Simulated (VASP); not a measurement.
# Hg (P6_3/mmc) in VASP: further runs

Hg is run at these levels: PBEsol, revPBE+D4; tasks: relaxation of cell and atoms, single point.

Everything below comes from runs of VASP 6.6.1. Logs are shortened: lines on timing, memory, paths and dates and some standing lists are left out, and cuts for length are marked.

### Step 1. The cell of the first run

Symmetry: P6_3/mmc, No. 194, hexagonal system. The conventional cell has a = 3.462 Å, b = 3.462 Å, c = 5.488 Å, α = 90.00°, β = 90.00°, γ = 120.00°. Within 4.5 Å of Hg (site symmetry -6m2) lie 12 Hg at 3.39 to 3.46 Å.

### Step 2. Relaxation of cell and atoms, PBEsol, target pressure 30 GPa, at which the enthalpy is minimised

INCAR

```
SYSTEM = Hg
PREC = Accurate
ENCUT = 600
EDIFF = 1E-6
ISMEAR = -1
SIGMA = 0.05
LREAL = .FALSE.
LASPH = .TRUE.
NELM = 100
ALGO = Fast
ISIF = 3
LWAVE = .FALSE.
LCHARG = .FALSE.
GGA = PS
IBRION = 2
NSW = 60
EDIFFG = -0.01
PSTRESS = 300.0
```

KPOINTS

```
Automatic mesh
0
G
  9 9 5
  0 0 0
```

POSCAR

```
Hg
1.0
    3.4618096384      0.0000000000      0.0000000000
   -1.7309048192      2.9980150899      0.0000000000
    0.0000000000      0.0000000000      5.4875482800
Hg
2
Direct
    0.3333333333      0.6666666667      0.2500000000
    0.6666666667      0.3333333333      0.7500000000
```

Potentials or basis: VASP PAW PBE potentials, release 64 (Hg).

Started as:

```
$ cat potpaw_PBE.64/Hg/POTCAR > POTCAR
$ mpirun -np 1 vasp_std > vasp.out
```

OUTCAR:

```text
SYSTEM = Hg
   PREC = Accurate
   ENCUT = 600
   EDIFF = 1E-6
   ISMEAR = -1
   LREAL = .FALSE.
   LASPH = .TRUE.
   NELM = 100
   ISIF = 3
   GGA = PS
   IBRION = 2
   NSW = 60
   EDIFFG = -0.01
   PSTRESS = 300.0

 ion  position               nearest neighbor table
   1  0.333  0.667  0.250-   2 3.39   2 3.39   2 3.39   2 3.39   2 3.39   2 3.39
   2  0.667  0.333  0.750-   1 3.39   1 3.39   1 3.39   1 3.39   1 3.39   1 3.39

  LATTYP: Found a hexagonal cell.
 ALAT       =     3.4618096384
 C/A-ratio  =     1.5851675433

  Lattice vectors:

 A1 = (   3.4618096384,   0.0000000000,   0.0000000000)
 A2 = (  -1.7309048192,   2.9980150899,   0.0000000000)
 A3 = (   0.0000000000,   0.0000000000,   5.4875482800)

Analysis of symmetry for initial positions (statically):
=====================================================================
 Subroutine PRICEL returns:
 Original cell was already a primitive cell.

 Routine SETGRP: Setting up the symmetry group for a
 hexagonal supercell.

 Subroutine GETGRP returns: Found 24 space group operations
 (whereof 12 operations were pure point group operations)
 out of a pool of 24 trial point group operations.

The static configuration has the point symmetry D_3d.
 The point group associated with its full space group is D_6h.

Analysis of symmetry for dynamics (positions and initial velocities):
=====================================================================
 Subroutine PRICEL returns:
 Original cell was already a primitive cell.

 Routine SETGRP: Setting up the symmetry group for a
 hexagonal supercell.

 Subroutine GETGRP returns: Found 24 space group operations
 (whereof 12 operations were pure point group operations)
 out of a pool of 24 trial point group operations.

The dynamic configuration has the point symmetry D_3d.
 The point group associated with its full space group is D_6h.

 Subroutine INISYM returns: Found 24 space group operations
 (whereof 12 operations are pure point group operations),
 and found     1 'primitive' translations

----------------------------------------------------------------------------------------

                                     Primitive cell

  volume of cell :      56.9528

  direct lattice vectors                    reciprocal lattice vectors
     3.461809638  0.000000000  0.000000000     0.288866259  0.166777012  0.000000000
    -1.730904819  2.998015090  0.000000000     0.000000000  0.333554025  0.000000000
     0.000000000  0.000000000  5.487548280     0.000000000  0.000000000  0.182230743

  length of vectors
     3.461809638  3.461809638  5.487548280     0.333554025  0.333554025  0.182230743

  position of ions in fractional coordinates (direct lattice)
     0.333333333  0.666666667  0.250000000
     0.666666667  0.333333333  0.750000000

  ion indices of the primitive-cell ions
   primitive index   ion index
                 1           1
                 2           2

----------------------------------------------------------------------------------------

 KPOINTS: Automatic mesh

Automatic generation of k-mesh.
 Grid dimensions read from file:
 generate k-points for:    9    9    5

 Generating k-lattice:

  Cartesian coordinates                     Fractional coordinates (reciprocal lattice)
     0.032096251  0.018530779  0.000000000     0.111111111  0.000000000  0.000000000
     0.000000000  0.037061558  0.000000000     0.000000000  0.111111111  0.000000000
     0.000000000  0.000000000  0.036446149     0.000000000  0.000000000  0.200000000

  Length of vectors
     0.037061558  0.037061558  0.036446149

  Shift w.r.t. Gamma in fractional coordinates (k-lattice)
     0.000000000  0.000000000  0.000000000

 Subroutine IBZKPT returns following result:
 ===========================================

 Found     36 irreducible k-points:

 Following reciprocal coordinates:
            Coordinates               Weight
  0.000000  0.000000  0.000000      1.000000
  0.111111  0.000000  0.000000      6.000000
  0.222222 -0.000000  0.000000      6.000000
  0.333333 -0.000000  0.000000      6.000000
  0.444444 -0.000000  0.000000      6.000000
  0.111111  0.111111  0.000000      6.000000
[... 16 lines left out ...]
  0.333333  0.222222  0.200000     24.000000
  0.333333  0.333333  0.200000      4.000000
 [... further k-points ...]
   k-points           NKPTS =     36   k-points in BZ     NKDIM =     36   number of bands    NBANDS=     16
   number of dos      NEDOS =    301   number of ions     NIONS =      2
   total plane-waves  NPLWV =  37632
   dimension x,y,z NGX =    28 NGY =   28 NGZ =   48
   dimension x,y,z NGXF=    56 NGYF=   56 NGZF=   96
   ions per type =               2
   NGX,Y,Z   is equivalent  to a cutoff of  13.45, 13.45, 14.54 a.u.
   NGXF,Y,Z  is equivalent  to a cutoff of  26.89, 26.89, 29.08 a.u.
 SYSTEM =  Hg
   PREC   = accura    normal or accurate (medium, high low for compatibility)
   ISTART =      0    job   : 0-new  1-cont  2-samecut
   ICHARG =      2    charge: 1-file 2-atom 10-const
   ISPIN  =      1    spin polarized calculation?
   LNONCOLLINEAR =      F non collinear calculations
   LSORBIT =      F    spin-orbit coupling
   LASPH  =      T    aspherical Exc in radial PAW
   ENCUT  =  600.0 eV  44.10 Ry    6.64 a.u.   6.91  6.91 10.96*2*pi/ulx,y,z
   NELM   =    100;   NELMIN=  2; NELMDL= -5     # of ELM steps
   EDIFF  = 0.1E-05   stopping-criterion for ELM
   LREAL  =      F    real-space projection
   EDIFFG = -.1E-01   stopping-criterion for IOM
   NSW    =     60    number of steps for IOM
   IBRION =      2    ionic relax: 0-MD 1-quasi-New 2-CG
   NFREE  =      1    steps in history (QN), initial steepest desc. (CG)
   ISIF   =      3    stress and relaxation
   ISYM   =      2    0-nonsym 1-usesym 2-fastsym
   POTIM  = 0.5000    time-step for ionic-motion
   TEBEG  =    0.0;   TEEND  =   0.0 temperature during run
   PSTRESS=  300.0 pullay stress
   NELECT =      24.0000    total number of electrons
   NUPDOWN=      -1.0000    fix difference up-down
   EMIN   =  10.00;   EMAX   =-10.00  energy-range for DOS
   EFERMI =   0.00;   METHOD = LEGACY
   ISMEAR =    -1;   SIGMA  =   0.05  broadening in eV -4-tet -1-fermi 0-gaus
   EFERMI_NEDOS =   21; number of points for ismear=-14 and -15
   IALGO  =     68    algorithm
   IMIX   =      4    mixing-type and parameters
     AMIX     =   0.40;   BMIX     =  1.00
     AMIX_MAG =   1.60;   BMIX_MAG =  1.00
  volume/ion in A,a.u.               =      28.48       192.17
  Fermi-wavevector in a.u.,A,eV,Ry     =   1.227364  2.319382 20.496128  1.506423
  Thomas-Fermi vector in A             =   2.362330
   LORBIT       =      0    0 simple, 1 ext, 2 COOP (PROOUT), +10 PAW based schemes
   GGA     = PS    functional components
   LHFCALC =     F    Hartree Fock is set to
   AEXX    =    0.0000 exact exchange contribution
   IVDW    =     0    specifies the selected vdW correction
   LEPSILON=     F    determine dielectric tensor
   LRPA    =     F    only Hartree local field effects (RPA)
 conjugate gradient relaxation of ions
 non-spin polarized calculation
 RMM-DIIS sequential band-by-band and
  energy-cutoff  :      600.00
  volume of cell :       56.95
 maximum number of plane-waves:      1920
 NGX is ok and might be reduce to    28
   NGX = 13   NGY = 13   NGZ = 21

--------------------------------------- Ionic step        1  -------------------------------------------

 number of electron      24.0000003 magnetization

 Free energy of the ion-electron system (eV)
  ---------------------------------------------------
  ext. energy  EPLUGINS =         0.00000000
  ---------------------------------------------------
  free energy    TOTEN  =        -1.00070502 eV

  energy without entropy =       -0.99794465  energy(sigma->0) =       -0.99932483

------------------------ aborting loop because EDIFF is reached ----------------------------------------

  FORCE on cell =-STRESS in cart. coord.  units (eV):
  Direction    XX          YY          ZZ          XY          YZ          ZX
  --------------------------------------------------------------------------------------
  -------------------------------------------------------------------------------------
  Total       -0.8278667     -0.8278667     -0.7841972      0.0000000      0.0000000      0.0000000
  in kB      -23.2892563    -23.2892563    -22.0607632      0.0000000      0.0000000      0.0000000
  external PRESSURE =    -322.8797586 kB  Pullay stress =     300.0000000 kB
[... 23 lines left out ...]
  enthalpy is  TOTEN    =         9.6634395482 eV   P V=       10.6641445637

--------------------------------------- Ionic step        2  -------------------------------------------

 number of electron      24.0000000 magnetization

 E-fermi :  15.4231     XC(G=0): -15.7699

 val. band max:       15.4195335134   @ k =   0.2222   0.1111   0.0000
 cond. band min:      15.4358038051   @ k =   0.2222   0.1111   0.0000
 fundamental gap:      0.0162702917
 Fermi energy:        15.4231111986

 k-point     1 :       0.0000    0.0000    0.0000
  band No.  band energies     occupation
      1      -5.9376      2.00000
      2      -3.3506      2.00000
      3       0.9824      2.00000
      4       0.9824      2.00000
      5       1.1075      2.00000
      6       1.7403      2.00000
[... 8 lines left out ...]
     15      33.8163      0.00000
     16      33.8163      0.00000
[... 420 lines left out ...]
  band No.  band energies     occupation
      1      -1.9220      2.00000
      2      -1.1721      2.00000
      3      -1.1721      2.00000
      4       0.0983      2.00000
      5       0.8984      2.00000
      6       0.8984      2.00000
[... 8 lines left out ...]
     15      20.5251      0.00000
     16      21.2449      0.00000

 [... further k-points ...]

------------------------ aborting loop because EDIFF is reached ----------------------------------------

  FORCE on cell =-STRESS in cart. coord.  units (eV):
  Direction    XX          YY          ZZ          XY          YZ          ZX
  --------------------------------------------------------------------------------------
  -------------------------------------------------------------------------------------
  Total       52.8841876     52.8841876     56.3751988      0.0000000     -0.0000000      0.0000000
  in kB     3934.0402298   3934.0402298   4193.7355976      0.0000000     -0.0000000      0.0000000
  external PRESSURE =    3720.6053524 kB  Pullay stress =     300.0000000 kB
[... 55 lines left out ...]
  FREE ENERGIE OF THE ION-ELECTRON SYSTEM (eV)
  ---------------------------------------------------
  free  energy   TOTEN  =        -1.0918151766 eV

  energy  without entropy=       -1.0886216173  energy(sigma->0) =       -1.09021840

  enthalpy is  TOTEN    =         8.0030381090 eV   P V=        9.0948532857

[... ionic steps 4 to 11 ...]

--------------------------------------- Ionic step       12  -------------------------------------------

 number of electron      24.0000000 magnetization

------------------------ aborting loop because EDIFF is reached ----------------------------------------

  FORCE on cell =-STRESS in cart. coord.  units (eV):
  Direction    XX          YY          ZZ          XY          YZ          ZX
  --------------------------------------------------------------------------------------
  -------------------------------------------------------------------------------------
  Total        6.8816744      6.8816744      6.9110332      0.0000000     -0.0000000      0.0000000
  in kB      314.1445916    314.1445916    315.4848067      0.0000000     -0.0000000      0.0000000
  external PRESSURE =      14.5913299 kB  Pullay stress =     300.0000000 kB
[... 61 lines left out ...]
  enthalpy is  TOTEN    =         6.2912508067 eV   P V=        6.7300719763

--------------------------------------- Ionic step       14  -------------------------------------------

 number of electron      24.0000000 magnetization

 Free energy of the ion-electron system (eV)
  ---------------------------------------------------
  ext. energy  EPLUGINS =         0.00000000
  ---------------------------------------------------
  free energy    TOTEN  =        -0.33317139 eV

  energy without entropy =       -0.32866933  energy(sigma->0) =       -0.33092036

 E-fermi :   5.7071     XC(G=0): -12.6985

 val. band max:        5.6944661468   @ k =   0.3333   0.3333   0.4000
 cond. band min:       5.7561826736   @ k =   0.4444   0.1111   0.4000
 fundamental gap:      0.0617165268
 Fermi energy:         5.7070982721

 k-point     1 :       0.0000    0.0000    0.0000
  band No.  band energies     occupation
      1      -6.5502      2.00000
      2      -4.7960      2.00000
      3      -2.9857      2.00000
      4      -2.7848      2.00000
      5      -2.7848      2.00000
      6      -2.5510      2.00000
[... 8 lines left out ...]
     15      21.0568      0.00000
     16      21.0568      0.00000
[... 420 lines left out ...]
  band No.  band energies     occupation
      1      -3.8082      2.00000
      2      -3.5579      2.00000
      3      -3.5579      2.00000
      4      -2.9360      2.00000
      5      -2.7198      2.00000
      6      -2.7198      2.00000
[... 8 lines left out ...]
     15       9.6514      0.00000
     16      10.9784      0.00000

 [... further k-points ...]

------------------------ aborting loop because EDIFF is reached ----------------------------------------

  FORCE on cell =-STRESS in cart. coord.  units (eV):
  Direction    XX          YY          ZZ          XY          YZ          ZX
  --------------------------------------------------------------------------------------
  -------------------------------------------------------------------------------------
  Total        6.6159330      6.6159330      6.6065616      0.0000000     -0.0000000      0.0000000
  in kB      299.9134628    299.9134628    299.4886408      0.0000000     -0.0000000      0.0000000
  external PRESSURE =      -0.2281445 kB  Pullay stress =     300.0000000 kB
[... 17 lines left out ...]
  FREE ENERGIE OF THE ION-ELECTRON SYSTEM (eV)
  ---------------------------------------------------
  free  energy   TOTEN  =        -0.3331713945 eV

  energy  without entropy=       -0.3286693342  energy(sigma->0) =       -0.33092036

  enthalpy is  TOTEN    =         6.2846705314 eV   P V=        6.6178419259

 reached required accuracy - stopping structural energy minimisation
```

It took 3 min on 1 thread of AMD EPYC 9R45 (Zen 5), shared host; peak memory 0.19 GiB.

What came out:

| Property | Result |
| --- | --- |
| Free energy | -0.3332 eV |
| Relaxed volume | 17.67 Å³/atom |
| Relaxed cell | a = 2.902 Å, b = 2.902 Å, c = 4.847 Å, α = 90.00°, β = 90.00°, γ = 120.00° |
| Space group after relaxing (to 0.1 Å) | P6_3/mmc (No. 194) |
| Energy change on relaxing (the run minimises the enthalpy) | +333.8 meV/atom |
| Ionic steps | 14 |
| Pressure after relaxing | 30.0 GPa |
| Band gap on the k mesh | zero (bands 12 and 13 overlap by 1.92 eV) |

Step by step:
| step | energy change (eV) | largest force (eV/Å) | pressure (GPa) | volume (Å³) |
| --- | --- | --- | --- | --- |
| 1 | 0.0000 | 0.0000 | -2.29 | 56.95 |
| 2 | 13.0072 | 0.0000 | 402.06 | 21.54 |
| 3 | -0.0911 | 0.0000 | -0.39 | 48.57 |
| 4 | -0.0349 | 0.0000 | 4.63 | 43.39 |
| 5 | 1.6700 | 0.0000 | 59.85 | 31.75 |
| 6 | 0.4517 | 0.0000 | 22.40 | 36.83 |
| 7 | 0.6426 | 0.0000 | 28.65 | 35.63 |
| 8 | 0.7094 | 0.0000 | 30.73 | 35.27 |
| 9 | 0.7057 | 0.0000 | 30.98 | 35.18 |
| 10 | 0.7121 | 0.0000 | 31.34 | 35.11 |
| 11 | 0.7162 | 0.0000 | 31.52 | 35.09 |
| 12 | 0.7147 | 0.0000 | 31.46 | 35.10 |
| 13 | 0.5619 | 0.0000 | 26.57 | 35.94 |
| 14 | 0.6675 | 0.0000 | 29.98 | 35.34 |

Final structure:
```cif
data_structure
_symmetry_space_group_name_H-M 'P 1'
_symmetry_Int_Tables_number 1
_cell_length_a 2.9018
_cell_length_b 2.9018
_cell_length_c 4.8468
_cell_angle_alpha 90.000
_cell_angle_beta 90.000
_cell_angle_gamma 120.000
_cell_volume 35.34
loop_
_atom_site_label
_atom_site_type_symbol
_atom_site_fract_x
_atom_site_fract_y
_atom_site_fract_z
_atom_site_occupancy
Hg1 Hg 0.33333 0.66667 0.25000 1
Hg2 Hg 0.66667 0.33333 0.75000 1
```

Caveat: the cell is relaxed towards a set pressure, so the run minimises the enthalpy, not the energy; the volume moved by over 15 % at a fixed basis, so the end points are rough; the PAW data sets were made with another functional, which shifts forces and pressure a little; spin-orbit coupling is left out, which moves the levels of the heavy elements.

### Step 3. Single point, revPBE+D4

This run uses another cell than the first one, of 29.62 Å³/atom.

INCAR

```
SYSTEM = Hg
PREC     = Accurate       ! precision mode
ENCUT    = 550            ! plane-wave cutoff, eV
EDIFF    = 1E-6           ! SCF threshold, eV
ISMEAR   = 1              ! smearing method
SIGMA    = 0.1            ! smearing width, eV
LREAL    = .False.        ! projectors in reciprocal space
LASPH    = .True.         ! aspherical terms in the spheres
NELM     = 120            ! most SCF steps
ALGO     = Normal         ! electronic algorithm
ISIF     = 2              ! what is computed and relaxed
LWAVE    = .False.        ! write WAVECAR
LCHARG   = .True.         ! write CHGCAR
GGA      = RE             ! functional
IVDW     = 13             ! dispersion correction
LELF     = .True.         ! ELF
LVHAR    = .True.       
NBANDS   = 27             ! bands
GGA_COMPAT= .False.
```

KPOINTS

```
Automatic mesh
0
Gamma
  9 9 5
  0 0 0
```

POSCAR

```
Hg
1.0
    3.5073649894      0.0000000000      0.0000000000
   -1.7536824947      3.0374671811      0.0000000000
    0.0000000000      0.0000000000      5.5597611438
Hg
2
Direct
    0.3333333333      0.6666666667      0.2500000000
    0.6666666667      0.3333333333      0.7500000000
```

Potentials or basis: VASP PAW PBE potentials, release 64 (Hg_sv_GW).

Started as:

```
$ cat potpaw_PBE.64/Hg_sv_GW/POTCAR > POTCAR
$ mpirun -np 1 vasp_std > vasp.out
```

Wall time 25 s (1 thread of Intel Xeon 6975P-C (Granite Rapids), shared host); peak memory 0.22 GiB.

The run converged. Its results:

* Free energy: -0.9132 eV
* Pressure: -1.0 GPa
* Band gap on the k mesh: zero (bands 20 and 21 overlap by 0.03 eV)
* Dispersion energy per atom: -0.594 eV

Stress tensor (GPa, compression positive):
```
-1.04  0.00  0.00
 0.00 -1.04  0.00
 0.00  0.00 -0.93
```

Levels at points of the mesh, in eV from the Fermi level:
```tsv
k point	band 18	band 19	band 20	band 21	band 22	band 23
(0.00, 0.00, 0.00)	-5.26	-5.26	-1.26	-0.07	10.81	10.81
```

Caveat: the PAW data sets were made with another functional, which shifts forces and pressure a little; spin-orbit coupling is left out, which moves the levels of the heavy elements.

The gap in the log of VASP goes by the Fermi energy; the results here count the filled bands.